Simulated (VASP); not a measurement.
A run of VASP 6.6.1:

The input INCAR:

```
ALGO     = Normal         # electronic algorithm
EDIFF    = 1E-6           # SCF threshold, eV
ENCUT    = 520            # plane-wave cutoff, eV
GGA      = PE             # functional
ISIF     = 2              # what is computed and relaxed
ISMEAR   = 0              # smearing method
LASPH    = T              # aspherical terms in the spheres
LCHARG   = F              # write CHGCAR
LREAL    = F              # projectors in reciprocal space
LWAVE    = F              # write WAVECAR
NBANDS   = 16             # bands
NELM     = 60             # most SCF steps
PREC     = Accurate       # precision mode
SIGMA    = 0.1            # smearing width, eV
```

KPOINTS

```
k-points
0
Gamma
  10 10 8
```

POSCAR

```
ZrB2
1.0
    3.2523742506      0.0000000000      0.0000000000
   -1.6261871253      2.8166392058      0.0000000000
    0.0000000000      0.0000000000      3.6248070118
Zr B
1 2
Direct
    0.0000000000      0.0000000000      0.0000000000
    0.3333333333      0.6666666667      0.5000000000
    0.6666666667      0.3333333333      0.5000000000
```

Potentials or basis: VASP PAW PBE potentials, release 64 (Zr_sv, B).

The run is started by

```sh
$ cat potpaw_PBE.64/Zr_sv/POTCAR potpaw_PBE.64/B/POTCAR > POTCAR
$ mpirun -np 1 vasp_std > vasp.out
```

Hardware: 1 thread of Intel Xeon 6975P-C (shared host).

Task: Estimate the wall time of this run.

Result: Run time: 14 s on 1 thread of Intel Xeon 6975P-C, with other jobs on the host, peak memory 0.17 GiB. Counts: scf iterations 13, k points 70.
